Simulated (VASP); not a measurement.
# Co: single point with PBEsol

The system is Co.

```
Co
1.0
     2.47200    0.00000    0.00000
    -1.23600    2.14081    0.00000
     0.00000    0.00000    4.02114
Co
2
Direct
  0.66667 0.33333 0.75000
  0.33333 0.66667 0.25000
```

```
Program                : VASP 6.6.1
Task                   : single point
Functional             : PBEsol
Potentials or basis    : VASP PAW PBE potentials, release 64 (Co)
Cutoff                 : 520 eV
k mesh                 : 10 × 10 × 6
Occupations            : fermi-dirac, width 0.05 eV
Spin                   : collinear spin, ferromagnetic start
Starting moments       : [2.0, 2.0] μB
Fixed moment           : 4 μB
Dipole correction      : no
Further INCAR settings : ALGO = Normal; EDIFF = 1e-06; NBANDS = 20
```

* Pressure: 2.3 GPa
* Net moment: 4.00 μB per cell
* Site moments: Co +1.98 μB
* Valence electrons inside the program's atomic spheres: Co 8.30

Stress tensor (GPa, compression positive):
```
2.21 0.00 0.00
0.00 2.21 0.00
0.00 0.00 2.42
```

It took 70 s on 1 thread of Intel Xeon 8259CL, with other jobs on the host, peak memory 0.15 GiB.

Caveat: the PAW data sets were made with another functional, which shifts forces and pressure a little; the total moment is fixed, so each spin has its own Fermi level.
